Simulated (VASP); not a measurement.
Input of a VASP 6.6.1 run:

The input INCAR:

```
PREC     = Accurate       # precision mode
ENCUT    = 520            # plane-wave cutoff, eV
EDIFF    = 1E-6           # SCF threshold, eV
ISMEAR   = 0              # smearing method
SIGMA    = 0.05           # smearing width, eV
LREAL    = False          # projectors in reciprocal space
LASPH    = True           # aspherical terms in the spheres
NELM     = 60             # most SCF steps
ALGO     = Normal         # electronic algorithm
ISIF     = 2              # what is computed and relaxed
LWAVE    = False          # write WAVECAR
LCHARG   = True           # write CHGCAR
LDIPOL   = True         
IDIPOL   = 3            
DIPOL    = 0.5 0.5 0.502
GGA      = PE             # functional
LELF     = True           # ELF
LVHAR    = True         
LVACPOTAV= True         
NBANDS   = 16             # bands
```

File KPOINTS:

```
regular mesh
0
Gamma
  9 9 1
```

File POSCAR:

```
Si
1.0
    3.8675355481      0.0000000000      0.0000000000
   -1.9337677741      3.3493840347      0.0000000000
    0.0000000000      0.0000000000     17.9472869396
Si
4
Direct
    0.3333333333      0.6666666667      0.3900310963
    0.0000000000      0.0000000000      0.4340186578
    0.0000000000      0.0000000000      0.5731443590
    0.6666666667      0.3333333333      0.6094122661
```

Potentials or basis: VASP PAW PBE potentials, release 64 (Si).

Launch:

```sh
$ cat potpaw_PBE.64/Si/POTCAR > POTCAR
$ mpirun -np 1 vasp_std > vasp.out
```

**Question.** Predict the band gap on the k mesh.

**Answer.** 0.04 eV, direct.

**Question.** What does it give for the largest force?

**Answer.** 0.624 eV/Å.

Forces on the atoms (eV/Å):
```
Si   0.000  0.000  0.624
Si   0.000  0.000 -0.620
Si   0.000  0.000  0.001
Si   0.000  0.000 -0.005
```
